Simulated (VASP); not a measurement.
Set up this calculation in VASP 6.6.1, as the native input.

```yaml
Task: single point
Functional: PBE
Potentials_or_basis: VASP PAW PBE potentials, release 64 (Sn_d, H, Br)
Cutoff: 520 eV
k_mesh: 16 × 16 × 16
Occupations: gaussian, width 0.1 eV
Spin: no spin polarisation
Dipole_correction: no
Further_INCAR_settings: ALGO = Normal; EDIFF = 1e-07; NBANDS = 23
```

The structure of SnH2Br2 lies in POSCAR:

```
SnH2Br2
1.0
   -1.7253586465      1.7253586465      7.9998900670
    1.7253586465     -1.7253586465      7.9998900670
    1.7253586465      1.7253586465     -7.9998900670
Sn H Br
1 2 2
Direct
    0.0000000000      0.0000000000      0.0000000000
    0.7500000000      0.2500000000      0.5000000000
    0.2500000000      0.7500000000      0.5000000000
    0.6742157568      0.6742157568      0.0000000000
    0.3257842432      0.3257842432      0.0000000000
```

The cell was generated, and may not be a known phase.

These files were run (other wordings do the same):

INCAR

```
ALGO = Normal
EDIFF = 1E-7
ENCUT = 520
GGA = PE
ISIF = 2
ISMEAR = 0
LASPH = T
LCHARG = T
LELF = T
LREAL = F
LVHAR = T
LWAVE = F
NBANDS = 23
NELM = 100
PREC = Accurate
SIGMA = 0.1
```

KPOINTS

```
k-points
0
Gamma
  16 16 16
```

Potentials or basis: VASP PAW PBE potentials, release 64 (Sn_d, H, Br).

Launch:

```bash
$ cat potpaw_PBE.64/Sn_d/POTCAR potpaw_PBE.64/H/POTCAR potpaw_PBE.64/Br/POTCAR > POTCAR
$ mpirun -np 1 vasp_std > vasp.out
```

Results of the run:

| Item | Value |
| --- | --- |
| Pressure | 0.0 GPa |
| Band gap on the k mesh | zero (bands 15 and 16 overlap by 1.94 eV) |

Caveat: spin-orbit coupling is left out, which moves the levels of the heavy elements.

Wall time 27 min on 1 thread of Intel(R) Xeon(R) 6975P-C (Granite Rapids), on a shared host, peak memory 1.1 GiB.
